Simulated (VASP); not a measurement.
# MgCd2S3 (I4/mmm) in VASP: notebook

Runs on MgCd2S3. Level: PBE. Tasks: single point.

Program: VASP 6.6.1. These are calculated values, not measurements. Logs are shortened: lines on timing, memory, paths and dates and some standing lists are left out, and cuts for length are marked.

## Step 1: The cell of the first run

Symmetry: I4/mmm, No. 139, tetragonal system. Conventional cell: a = 3.838 Å, b = 3.838 Å, c = 16.296 Å, α = 90.00°, β = 90.00°, γ = 90.00°. Within 3.5 Å of Mg (site symmetry 4/mmm) lie 6 S at 2.66 to 2.71 Å. Within 3.6 Å of Cd (site symmetry 4mm) lie 6 S at 2.71 to 2.77 Å. Within 3.5 Å of S (site symmetry 4mm) lie 1 Mg at 2.66 Å and 5 Cd at 2.71 to 2.77 Å. Within 3.6 Å of S (site symmetry 4/mmm) lie 4 Mg at 2.71 Å and 2 Cd at 2.72 Å.

## Step 2: Single point, PBE

INCAR

```
ALGO     = Normal         # electronic algorithm
EDIFF    = 1E-6           # SCF threshold, eV
ENCUT    = 520            # plane-wave cutoff, eV
GGA      = PE             # functional
ISIF     = 2              # what is computed and relaxed
ISMEAR   = 0              # smearing method
LASPH    = True           # aspherical terms in the spheres
LCHARG   = True           # write CHGCAR
LELF     = True           # ELF
LREAL    = False          # projectors in reciprocal space
LVHAR    = True         
LWAVE    = False          # write WAVECAR
NBANDS   = 31             # bands
NELM     = 80             # most SCF steps
PREC     = Accurate       # precision mode
SIGMA    = 0.1            # smearing width, eV
```

KPOINTS

```
k-points
0
Gamma
  6 6 6
```

POSCAR

```
MgCd2S3
1.0
   -1.9191232586      1.9191232586      8.1481132860
    1.9191232586     -1.9191232586      8.1481132860
    1.9191232586      1.9191232586     -8.1481132860
Mg Cd S
1 2 3
Direct
    0.0000000000      0.0000000000      0.0000000000
    0.6667372361      0.6667372361      0.0000000000
    0.3332627639      0.3332627639      0.0000000000
    0.8367344985      0.8367344985      0.0000000000
    0.5000000000      0.5000000000      0.0000000000
    0.1632655015      0.1632655015      0.0000000000
```

Potentials or basis: VASP PAW PBE potentials, release 64 (Mg, Cd, S).

On the command line:

```sh
> cat potpaw_PBE.64/Mg/POTCAR potpaw_PBE.64/Cd/POTCAR potpaw_PBE.64/S/POTCAR > POTCAR
> mpirun -np 1 vasp_std > vasp.out
```

OUTCAR:

```text
EDIFF = 1E-6
   ENCUT = 520
   GGA = PE
   ISIF = 2
   ISMEAR = 0
   LASPH = True
   LREAL = False
   NELM = 80
   PREC = Accurate

 ion  position               nearest neighbor table
   1  0.000  0.000  0.000-   4 2.66   6 2.66   5 2.71   5 2.71   5 2.71   5 2.71
   2  0.667  0.667  0.000-   6 2.71   6 2.71   6 2.71   6 2.71   5 2.72   4 2.77
   3  0.333  0.333  0.000-   4 2.71   4 2.71   4 2.71   4 2.71   5 2.72   6 2.77
   4  0.837  0.837  0.000-   1 2.66   3 2.71   3 2.71   3 2.71   3 2.71   2 2.77
   5  0.500  0.500  0.000-   1 2.71   1 2.71   1 2.71   1 2.71   3 2.72   2 2.72
   6  0.163  0.163  0.000-   1 2.66   2 2.71   2 2.71   2 2.71   2 2.71   3 2.77

  LATTYP: Found a body centered tetragonal cell.
 ALAT       =     3.8382465172
 C/A-ratio  =     4.2457477650

  Lattice vectors:

 A1 = (  -1.9191232586,   1.9191232586,   8.1481132860)
 A2 = (   1.9191232586,  -1.9191232586,   8.1481132860)
 A3 = (   1.9191232586,   1.9191232586,  -8.1481132860)

Analysis of symmetry for initial positions (statically):
=====================================================================
 Subroutine PRICEL returns:
 Original cell was already a primitive cell.

 Routine SETGRP: Setting up the symmetry group for a
 body centered tetragonal supercell.

 Subroutine GETGRP returns: Found 16 space group operations
 (whereof 16 operations were pure point group operations)
 out of a pool of 16 trial point group operations.

The static configuration has the point symmetry D_4h.

Analysis of symmetry for dynamics (positions and initial velocities):
=====================================================================
 Subroutine PRICEL returns:
 Original cell was already a primitive cell.

 Routine SETGRP: Setting up the symmetry group for a
 body centered tetragonal supercell.

 Subroutine GETGRP returns: Found 16 space group operations
 (whereof 16 operations were pure point group operations)
 out of a pool of 16 trial point group operations.

The dynamic configuration has the point symmetry D_4h.

 Subroutine INISYM returns: Found 16 space group operations
 (whereof 16 operations are pure point group operations),
 and found     1 'primitive' translations

----------------------------------------------------------------------------------------

                                     Primitive cell

  volume of cell :     120.0391

  direct lattice vectors                    reciprocal lattice vectors
    -1.919123259  1.919123259  8.148113286     0.000000000  0.260535637  0.061363899
     1.919123259 -1.919123259  8.148113286     0.260535637  0.000000000  0.061363899
     1.919123259  1.919123259 -8.148113286     0.260535637  0.260535637  0.000000000

  length of vectors
     8.588237205  8.588237205  8.588237205     0.267664615  0.267664615  0.368453031

  position of ions in fractional coordinates (direct lattice)
     0.000000000  0.000000000  0.000000000
     0.666737236  0.666737236  0.000000000
     0.333262764  0.333262764  0.000000000
     0.836734499  0.836734499  0.000000000
     0.500000000  0.500000000  0.000000000
     0.163265501  0.163265501  0.000000000

  ion indices of the primitive-cell ions
   primitive index   ion index
                 1           1
                 2           2
                 3           3
                 4           4
                 5           5
                 6           6

----------------------------------------------------------------------------------------

 KPOINTS: k-points

Automatic generation of k-mesh.
 Grid dimensions read from file:
 generate k-points for:    6    6    6

 Generating k-lattice:

  Cartesian coordinates                     Fractional coordinates (reciprocal lattice)
     0.000000000  0.043422606  0.010227316     0.166666667 -0.000000000  0.000000000
     0.043422606  0.000000000  0.010227316    -0.000000000  0.166666667  0.000000000
     0.043422606  0.043422606  0.000000000     0.000000000  0.000000000  0.166666667

  Length of vectors
     0.044610769  0.044610769  0.061408838

  Shift w.r.t. Gamma in fractional coordinates (k-lattice)
     0.000000000  0.000000000  0.000000000

 Subroutine IBZKPT returns following result:
 ===========================================

 Found     30 irreducible k-points:

 Following reciprocal coordinates:
            Coordinates               Weight
  0.000000  0.000000  0.000000      1.000000
  0.166667  0.000000 -0.000000      8.000000
  0.333333 -0.000000  0.000000      8.000000
  0.500000  0.000000  0.000000      4.000000
  0.166667  0.166667 -0.000000      8.000000
  0.333333  0.166667  0.000000     16.000000
[... 16 lines left out ...]
 -0.333333 -0.333333  0.166667      8.000000
 -0.166667 -0.333333  0.166667      8.000000
 [... further k-points ...]
   k-points           NKPTS =     30   k-points in BZ     NKDIM =     30   number of bands    NBANDS=     31
   number of dos      NEDOS =    301   number of ions     NIONS =      6
   total plane-waves  NPLWV = 262144
   dimension x,y,z NGX =    64 NGY =   64 NGZ =   64
   dimension x,y,z NGXF=   128 NGYF=  128 NGZF=  128
   ions per type =               1   2   3
   NGX,Y,Z   is equivalent  to a cutoff of  12.39, 12.39, 12.39 a.u.
   NGXF,Y,Z  is equivalent  to a cutoff of  24.78, 24.78, 24.78 a.u.
 SYSTEM =  unknown system
   PREC   = accura    normal or accurate (medium, high low for compatibility)
   ISTART =      0    job   : 0-new  1-cont  2-samecut
   ICHARG =      2    charge: 1-file 2-atom 10-const
   ISPIN  =      1    spin polarized calculation?
   LNONCOLLINEAR =      F non collinear calculations
   LSORBIT =      F    spin-orbit coupling
   LASPH  =      T    aspherical Exc in radial PAW
   ENCUT  =  520.0 eV  38.22 Ry    6.18 a.u.  15.97 15.97 15.97*2*pi/ulx,y,z
   NELM   =     80;   NELMIN=  2; NELMDL= -5     # of ELM steps
   EDIFF  = 0.1E-05   stopping-criterion for ELM
   LREAL  =      F    real-space projection
   EDIFFG = 0.1E-04   stopping-criterion for IOM
   NSW    =      0    number of steps for IOM
   IBRION =     -1    ionic relax: 0-MD 1-quasi-New 2-CG
   NFREE  =      0    steps in history (QN), initial steepest desc. (CG)
   ISIF   =      2    stress and relaxation
   ISYM   =      2    0-nonsym 1-usesym 2-fastsym
   POTIM  = 0.5000    time-step for ionic-motion
   TEBEG  =    0.0;   TEEND  =   0.0 temperature during run
   PSTRESS=    0.0 pullay stress
   NELECT =      44.0000    total number of electrons
   NUPDOWN=      -1.0000    fix difference up-down
   EMIN   =  10.00;   EMAX   =-10.00  energy-range for DOS
   EFERMI =   0.00;   METHOD = LEGACY
   ISMEAR =     0;   SIGMA  =   0.10  broadening in eV -4-tet -1-fermi 0-gaus
   EFERMI_NEDOS =   21; number of points for ismear=-14 and -15
   IALGO  =     38    algorithm
   IMIX   =      4    mixing-type and parameters
     AMIX     =   0.40;   BMIX     =  1.00
     AMIX_MAG =   1.60;   BMIX_MAG =  1.00
  volume/ion in A,a.u.               =      20.01       135.01
  Fermi-wavevector in a.u.,A,eV,Ry     =   1.171615  2.214031 18.676457  1.372681
  Thomas-Fermi vector in A             =   2.308056
   LORBIT       =      0    0 simple, 1 ext, 2 COOP (PROOUT), +10 PAW based schemes
   GGA     = PE    functional components
   LHFCALC =     F    Hartree Fock is set to
   AEXX    =    0.0000 exact exchange contribution
   IVDW    =     0    specifies the selected vdW correction
   LEPSILON=     F    determine dielectric tensor
   LRPA    =     F    only Hartree local field effects (RPA)
 non-spin polarized calculation
 Gauss-broadening in eV      SIGMA  =   0.10
  energy-cutoff  :      520.00
  volume of cell :      120.04
 maximum number of plane-waves:      3251
   NGX = 31   NGY = 31   NGZ = 31

 number of electron      44.0000002 magnetization

 Free energy of the ion-electron system (eV)
  ---------------------------------------------------
  ext. energy  EPLUGINS =         0.00000000
  ---------------------------------------------------
  free energy    TOTEN  =       -20.12129229 eV

  energy without entropy =      -20.12129225  energy(sigma->0) =      -20.12129227

 E-fermi :   3.4444     XC(G=0): -10.0673

 val. band max:        3.1140177051   @ k =   0.5000   0.5000   0.3333
 cond. band min:       3.7653050857   @ k =   0.5000   0.5000   0.0000
 fundamental gap:      0.6512873805
 Fermi energy:         3.4443816676

 k-point     1 :       0.0000    0.0000    0.0000
  band No.  band energies     occupation
      1      -9.6810      2.00000
      2      -9.0312      2.00000
      3      -8.6057      2.00000
      4      -4.6780      2.00000
      5      -4.5953      2.00000
      6      -4.5216      2.00000
[... 23 lines left out ...]
     30      11.6976      0.00000
     31      11.6976      0.00000

 k-point     2 :       0.1667    0.0000   -0.0000
  band No.  band energies     occupation
      1      -9.5126      2.00000
      2      -8.9330      2.00000
      3      -8.5336      2.00000
      4      -4.6562      2.00000
      5      -4.6111      2.00000
      6      -4.5942      2.00000
[... 23 lines left out ...]
     30      11.1728      0.00000
     31      11.5090      0.00000

 k-point     3 :       0.3333   -0.0000    0.0000
  band No.  band energies     occupation
      1      -9.0841      2.00000
      2      -8.7152      2.00000
      3      -8.4305      2.00000
      4      -4.7639      2.00000
      5      -4.7449      2.00000
      6      -4.7309      2.00000
[... 23 lines left out ...]
     30      10.2404      0.00000
     31      10.3722      0.00000

 k-point     4 :       0.5000    0.0000    0.0000
  band No.  band energies     occupation
      1      -8.6753      2.00000
      2      -8.6705      2.00000
      3      -8.4643      2.00000
      4      -4.8284      2.00000
      5      -4.8282      2.00000
      6      -4.8239      2.00000
[... 635 lines left out ...]
     30       9.9848      0.00000
     31      10.4892      0.00000

 k-point    23 :      -0.3333   -0.3333    0.1667
  band No.  band energies     occupation
      1      -9.2706      2.00000
      2      -8.9805      2.00000
      3      -8.4781      2.00000
      4      -4.7311      2.00000
      5      -4.6641      2.00000
      6      -4.6185      2.00000
[... 23 lines left out ...]
     30      10.2103      0.00000
     31      10.4251      0.00000

 k-point    24 :      -0.1667   -0.3333    0.1667
  band No.  band energies     occupation
      1      -9.4514      2.00000
      2      -9.0238      2.00000
      3      -8.5246      2.00000
      4      -4.6569      2.00000
      5      -4.6505      2.00000
      6      -4.6107      2.00000
[... 23 lines left out ...]
     30      11.2367      0.00000
     31      11.3455      0.00000

 [... further k-points ...]

------------------------ aborting loop because EDIFF is reached ----------------------------------------

  FORCE on cell =-STRESS in cart. coord.  units (eV):
  Direction    XX          YY          ZZ          XY          YZ          ZX
  --------------------------------------------------------------------------------------
  -------------------------------------------------------------------------------------
  Total       -0.1080494     -0.1080494     -0.1368271      0.0000000      0.0000000      0.0000000
  in kB       -1.4421492     -1.4421492     -1.8262482      0.0000000      0.0000000      0.0000000
  external PRESSURE =      -1.5701822 kB  Pullay stress =       0.0000000 kB

 VOLUME and BASIS-vectors are now :
 -----------------------------------------------------------------------------
  energy-cutoff  :      520.00
  volume of cell :      120.04
      direct lattice vectors                 reciprocal lattice vectors
    -1.919123259  1.919123259  8.148113286     0.000000000  0.260535637  0.061363899
     1.919123259 -1.919123259  8.148113286     0.260535637  0.000000000  0.061363899
     1.919123259  1.919123259 -8.148113286     0.260535637  0.260535637  0.000000000

 POSITION                                       TOTAL-FORCE (eV/Angst)
 -----------------------------------------------------------------------------------
      0.00000      0.00000      0.00000        -0.000000     -0.000000      0.000000
      0.00000      0.00000     10.86530         0.000000      0.000000     -0.031307
      0.00000      0.00000      5.43093        -0.000000     -0.000000      0.031307
      0.00000      0.00000     13.63561        -0.000000     -0.000000      0.031110
      0.00000      0.00000      8.14811        -0.000000     -0.000000      0.000000
      0.00000      0.00000      2.66061         0.000000      0.000000     -0.031110
 -----------------------------------------------------------------------------------
    total drift:                                0.000000      0.000000      0.000000

  FREE ENERGIE OF THE ION-ELECTRON SYSTEM (eV)
  ---------------------------------------------------
  free  energy   TOTEN  =       -20.1212922893 eV

  energy  without entropy=      -20.1212922506  energy(sigma->0) =      -20.12129227
```

It took 4.1 min on 1 thread of AMD EPYC 9R45 (Zen 5), shared host; peak memory 0.59 GiB.

Results:

```yaml
Free_energy: -20.1213 eV
Pressure: -0.2 GPa
Largest_force: 0.031 eV/Å
Band_gap_on_the_k_mesh: 0.65 eV, indirect (least direct gap 1.51 eV)
```

Forces on the atoms (eV/Å):
```
Mg   0.000  0.000  0.000
Cd   0.000  0.000 -0.031
Cd   0.000  0.000  0.031
S    0.000  0.000  0.031
S    0.000  0.000  0.000
S    0.000  0.000 -0.031
```

## Step 3: Single point, PBE

This run uses another cell than the first one, of 19.90 Å³/atom, 0.995 times its volume.

INCAR

```
ALGO = Normal ; EDIFF = 1E-7
ENCUT = 520 ; GGA = PE
ISIF = 2 ; ISMEAR = 0
LASPH = T ; LCHARG = F
LREAL = F ; LWAVE = F
NBANDS = 31 ; NELM = 60
PREC = Accurate ; SIGMA = 0.02
```

KPOINTS

```
k-points
0
Gamma
  10 10 10
```

POSCAR

```
MgCd2S3
1.0
   -1.9153521645      1.9153521645      8.1383303801
    1.9153521645     -1.9153521645      8.1383303801
    1.9153521645      1.9153521645     -8.1383303801
Mg Cd S
1 2 3
Direct
    0.0000000000      0.0000000000      0.0000000000
    0.6663591819      0.6663591819      0.0000000000
    0.3336408181      0.3336408181      0.0000000000
    0.8368062083      0.8368062083      0.0000000000
    0.5000000000      0.5000000000      0.0000000000
    0.1631937917      0.1631937917      0.0000000000
```

Potentials or basis: VASP PAW PBE potentials, release 64 (Mg, Cd, S).

On the command line:

```sh
> cat potpaw_PBE.64/Mg/POTCAR potpaw_PBE.64/Cd/POTCAR potpaw_PBE.64/S/POTCAR > POTCAR
> mpirun -np 1 vasp_std > vasp.out
```

It took 14 min on 1 thread of AMD EPYC 9R45 (Zen 5), shared host; peak memory 0.77 GiB.

The run converged. Its results:

| Property | Result |
| --- | --- |
| Free energy | -20.1268 eV |
| Pressure | 0.2 GPa |
| Largest force | 0.027 eV/Å |
| Band gap on the k mesh | 0.63 eV, indirect (least direct gap 1.53 eV) |

Forces in eV/Å, atoms in the order of the input:
```
Mg   0.000  0.000  0.000
Cd   0.000  0.000 -0.002
Cd   0.000  0.000  0.002
S    0.000  0.000  0.027
S    0.000  0.000  0.000
S    0.000  0.000 -0.027
```

Levels at points of the mesh, in eV from the valence-band top:
| k point | band 19 | band 20 | band 21 | band 22 | band 23 | band 24 | band 25 | band 26 |
| --- | --- | --- | --- | --- | --- | --- | --- | --- |
| (0.00, 0.00, 0.00) | -1.71 | -0.70 | -0.66 | -0.66 | 1.19 | 1.70 | 2.87 | 5.11 |
| (0.50, 0.00, 0.00) | -0.93 | -0.30 | -0.10 | -0.08 | 3.60 | 4.57 | 4.66 | 5.10 |
| (0.50, 0.50, 0.00) | -2.66 | -2.54 | -2.12 | -2.11 | 0.63 | 2.41 | 3.40 | 5.34 |
| (0.50, 0.50, 0.50) | -1.23 | -1.23 | -0.87 | -0.87 | 0.66 | 3.21 | 3.91 | 5.03 |
